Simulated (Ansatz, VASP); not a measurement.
**Be2WN3 in VASP and in Ansatz**

```
Be W N
1.0
     2.81274    0.00000    0.00000
     0.00000    2.81274    0.00000
     0.00000    0.00000    6.39445
Be W N
2 1 3
Direct
  0.00000 0.50000 0.60661
  0.50000 0.00000 0.39339
  0.00000 0.00000 0.00000
  0.00000 0.50000 0.34080
  0.50000 0.00000 0.65920
  0.50000 0.50000 0.00000
```

Change from the starting cell: species swapped into the Ti2CuSb3 type (P-4m2, No. 115).

Alike in both runs: functional PBE; k mesh 4 × 4 × 2; occupations gaussian, width 0.15 eV; no spin polarisation.

Ansatz relaxed the structure, and its values are those at the end. VASP's run is a single point on that final structure, the one shown.

```csv
,VASP,Ansatz
version,VASP 6.6.1,Ansatz 0.2.0
potentials or method,"VASP PAW PBE potentials, release 64 (Be, W_sv, N), cutoff 600 eV","scalar-relativistic, plane waves, PAW"
valence electrons in the cell,33,33
```

```csv
,VASP,Ansatz,Ansatz less VASP
gap on the k mesh at the Fermi level (eV),none,none,-
pressure (GPa),0.1,-0.6,-0.71
rms of the force components (eV/Å),0.011,0.004,-0.0073
```

A gap of «none» marks a metal or a gap that the smearing closes.

The k mesh is coarse, so the values compare programs but aren't converged. Neither program's run includes spin-orbit coupling.
